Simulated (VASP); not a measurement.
Set up this calculation in VASP 6.6.1, as the native input.

| Property | Result |
| --- | --- |
| Task | single point |
| Functional | PBE |
| Potentials or basis | VASP PAW PBE potentials, release 64 (Hf_pv, H, Cl) |
| Cutoff | 500 eV |
| k mesh | 3 × 3 × 3 |
| Occupations | gaussian, width 0.15 eV |
| Spin | no spin polarisation |
| Dipole correction | no |
| Further INCAR settings | ALGO = Normal; EDIFF = 1e-06; NBANDS = 18 |

The structure of HfH3Cl lies in POSCAR:

```
HfH3Cl
1.0
    3.8624451565      0.0000000000      0.0000000000
    0.0000000000      3.8624451565      0.0000000000
    0.0000000000      0.0000000000      3.8624451565
Hf H Cl
1 3 1
Direct
    0.0000000000      0.0000000000      0.0000000000
    0.5000000000      0.0000000000      0.0000000000
    0.0000000000      0.5000000000      0.0000000000
    0.0000000000      0.0000000000      0.5000000000
    0.5000000000      0.5000000000      0.5000000000
```

One way to write it, as run:

INCAR

```
ALGO = Normal
EDIFF = 1E-6
ENCUT = 500
GGA = PE
GGA_COMPAT = False
ISIF = 2
ISMEAR = 0
LASPH = True
LCHARG = False
LREAL = False
LWAVE = False
NBANDS = 18
NELM = 120
PREC = Accurate
SIGMA = 0.15
```

KPOINTS

```
k-points
0
Gamma
  3 3 3
```

Potentials or basis: VASP PAW PBE potentials, release 64 (Hf_pv, H, Cl).

Launch:

```console
$ cat potpaw_PBE.64/Hf_pv/POTCAR potpaw_PBE.64/H/POTCAR potpaw_PBE.64/Cl/POTCAR > POTCAR
$ mpirun -np 1 vasp_std > vasp.out
```

Results of the run:

| Item | Value |
| --- | --- |
| Pressure | -0.7 GPa |
| Band gap on the k mesh | 2.80 eV, direct |

Caveat: the k points lie up to 0.54 Å⁻¹ apart; spin-orbit coupling is left out, which moves the levels of the heavy elements.

Run time: 6 s on 1 thread of Intel(R) Xeon(R) Platinum 8559C (Emerald Rapids), with other jobs on the host, peak memory 0.15 GiB.
